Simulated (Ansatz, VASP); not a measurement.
**CoO in VASP and in Ansatz**

```xyz
4
Lattice="1.6022 0.9250 5.1329 -1.6022 0.9250 5.1329 0.0000 -1.8501 5.1329" Properties=species:S:1:pos:R:3 pbc="T T T"
Co    0.0000    0.0000   15.3909
Co    0.0000    0.0000    7.6916
O     0.0000    0.0000    5.7822
O     0.0000    0.0000   13.4821
```

Alike in both runs: task single point; functional PBE; k mesh 3 × 3 × 3; occupations gaussian, width 0.01 eV; collinear spin.

|  | VASP | Ansatz |
| --- | --- | --- |
| version | VASP 6.6.1 | Ansatz 0.2.0 |
| potentials or method | VASP PAW PBE potentials, release 64 (Co_sv, O), cutoff 700 eV | scalar-relativistic, plane waves, PAW |
| valence electrons in the cell | 46 | 46 |

VASP gave:

| Item | Value |
| --- | --- |
| gap on the k mesh at the Fermi level (eV) | 0.13 |
| least direct gap on the mesh (eV) | 0.37 |
| pressure (GPa) | -2.1 |
| traceless stress, the component that is largest in VASP (GPa) | 0.29 |
| rms of the force components (eV/Å) | 0.068 |
| net moment per atom (μB) | 0.00 |
| size of the moment on the site where the two differ most (μB) | 2.20 |

Q: Estimate Ansatz's values.

A: gap on the k mesh at the Fermi level (eV): 0.11; least direct gap on the mesh (eV): 0.35; pressure (GPa): -1.4; traceless stress, the component that is largest in VASP (GPa): 0.31; rms of the force components (eV/Å): 0.067; net moment per atom (μB): 0.00; size of the moment on the site where the two differ most (μB): 2.09.

Site moments also hang on the region over which each program counts them. Atom by atom the forces differ by 0.001 eV/Å (rms over components).

The k mesh is coarse, so the values compare programs but aren't converged.
